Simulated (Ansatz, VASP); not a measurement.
## W in VASP and in Ansatz

```
W
1.0
    -1.58421    1.58421    1.58421
     1.58421   -1.58421    1.58421
     1.58421    1.58421   -1.58421
W
1
Cartesian
  0.0000 0.0000 0.0000
```

Alike in both runs: functional r2SCAN; k mesh 16 × 16 × 16; occupations fermi-dirac, width 0.1 eV; no spin polarisation.

Ansatz relaxed the structure, and its values are those at the end. VASP's run is a single point on that final structure, the one shown.

|  | VASP | Ansatz |
| --- | --- | --- |
| version | VASP 6.6.1 | Ansatz 0.2.0 |
| potentials or method | VASP PAW PBE potentials, release 64 (W_sv) | PAW with Ansatz's default frozen-core files, scalar-relativistic |
| plane-wave cutoff (eV) | 520 | 500 |
| valence electrons in the cell | 14 | 14 |

|  | VASP | Ansatz | Ansatz less VASP |
| --- | --- | --- | --- |
| pressure (GPa) | 1.2 | 0.0 | -1.25 |

VASP's potentials were made for PBE, not for r2SCAN. The functional is the same, so the differences come from potentials, cutoffs and numerics.

Neither program's run includes spin-orbit coupling.
